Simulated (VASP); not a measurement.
Si, 1 atom in the cell. Symmetry: Immm, No. 71, orthorhombic system. Conventional cell: a = 2.675 Å, b = 2.729 Å, c = 3.822 Å, α = 90.00°, β = 90.00°, γ = 90.00°. Si (site symmetry mmm) has 12 Si at 2.68 to 2.73 Å within 3.5 Å.  This cell differs from its parent crystal: strain -0.0200 x Voigt [0, 0, 0, 1, 0, 0].

```yaml
Program: VASP 6.6.1
Task: single point
Functional: PBEsol
Potentials_or_basis: VASP PAW PBE potentials, release 64 (Si)
Cutoff: 520 eV
k_mesh: 22 × 22 × 22
Occupations: gaussian, width 0.15 eV
Spin: no spin polarisation
Dipole_correction: no
Further_INCAR_settings: ALGO = Normal; EDIFF = 1e-07; NBANDS = 8
```

Potentials or basis: VASP PAW PBE potentials, release 64 (Si).

Launch:

```console
$ cat potpaw_PBE.64/Si/POTCAR > POTCAR
$ mpirun -np 1 vasp_std > vasp.out
```

Hardware: 1 thread of Intel Xeon 8259CL, with other jobs on the host.

Question: How long does it take, and how much memory?

Answer: Wall time 96 s on 1 thread of Intel Xeon 8259CL, with other jobs on the host, peak memory 0.24 GiB. Counts: scf iterations 11, k points 1530.
